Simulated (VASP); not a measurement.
**TiAl: single point with PBEsol**

The system is TiAl.

```xyz
2
Lattice="2.9899 0.0000 0.0000 -1.4950 2.5893 0.0000 0.0000 0.0000 4.6192" Properties=species:S:1:pos:R:3 pbc="T T T"
Ti    0.0000    0.0000    0.0000
Al    0.0000    1.7262    2.3096
```

```
Program                : VASP 6.6.1
Task                   : single point
Functional             : PBEsol
Potentials or basis    : VASP PAW PBE potentials, release 64 (Ti_sv, Al)
Cutoff                 : 520 eV
k mesh                 : 18 × 18 × 10
Occupations            : gaussian, width 0.15 eV
Spin                   : no spin polarisation
Dipole correction      : no
Further INCAR settings : ALGO = Fast; EDIFF = 1e-06; NBANDS = 14
```

```json
{
 "Pressure": "-8.7 GPa",
 "Band gap on the k mesh": "zero (an odd number of electrons rules out a gap without spin polarisation)"
}
```

Stress tensor (GPa, compression positive):
```
-9.91  0.00  0.00
 0.00 -9.91  0.00
 0.00  0.00 -6.27
```

Levels at points of the mesh, in eV from the Fermi level:
| k point | band 6 | band 7 | band 8 | band 9 | band 10 | band 11 |
| --- | --- | --- | --- | --- | --- | --- |
| (0.00, 0.00, 0.00) | -2.00 | -1.36 | 1.14 | 1.14 | 2.37 | 2.37 |
| (0.50, 0.00, 0.00) | -2.88 | -1.33 | -0.80 | 1.80 | 3.43 | 3.81 |
| (0.00, 0.00, 0.50) | -5.00 | -0.12 | 1.16 | 1.16 | 2.27 | 2.27 |
| (0.50, 0.00, 0.50) | -2.25 | -1.68 | 0.34 | 0.96 | 1.54 | 3.04 |

It took 2.8 min on 1 thread of Intel(R) Xeon(R) Platinum 8259CL CPU @ 2.50GHz (Skylake/Cascade Lake), with other jobs on the host, peak memory 0.24 GiB.

Caveat: the cell stands under tension; the PAW data sets were made with another functional, which shifts forces and pressure a little.
